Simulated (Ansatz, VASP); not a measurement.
## One calculation of TaN, two programs

```
Ta N
1.0
     2.92177    0.00000    0.00000
    -1.46088    2.53033    0.00000
     0.00000    0.00000    5.91652
Ta N
2 2
Direct
  0.00000 0.00000 0.50000
  0.00000 0.00000 0.00000
  0.33333 0.66667 0.25000
  0.66667 0.33333 0.75000
```

Alike in both runs: functional BLYP; k mesh 6 × 6 × 3; occupations fermi-dirac, width 0.05 eV; no spin polarisation.

```csv
,VASP,Ansatz
version,VASP 6.6.1,Ansatz 0.2.0
potentials or method,"VASP PAW PBE potentials, release 64 (Ta_pv, N)",Ansatz PAW
plane-wave cutoff (eV),520,420
valence electrons in the cell,32,36
task,single point,projected density of states
```

Ansatz gave:

| Property | Result |
| --- | --- |
| gap on the k mesh at the Fermi level (eV) | none |
| pressure (GPa) | 9.4 |
| traceless stress, the component that is largest in VASP (GPa) | -1.58 |

What did VASP give for the same quantities?

gap on the k mesh at the Fermi level (eV): none; pressure (GPa): 11.4; traceless stress, the component that is largest in VASP (GPa): -1.49.

VASP's potentials were made for PBE, not for BLYP. A gap of «none» marks a metal or a gap that the smearing closes. VASP's potentials hold 32 valence electrons a cell and Ansatz's 36, so a difference there can come from the potentials and not from the codes.

The k mesh is coarse, so the values compare programs but aren't converged. Spin-orbit coupling is off throughout.
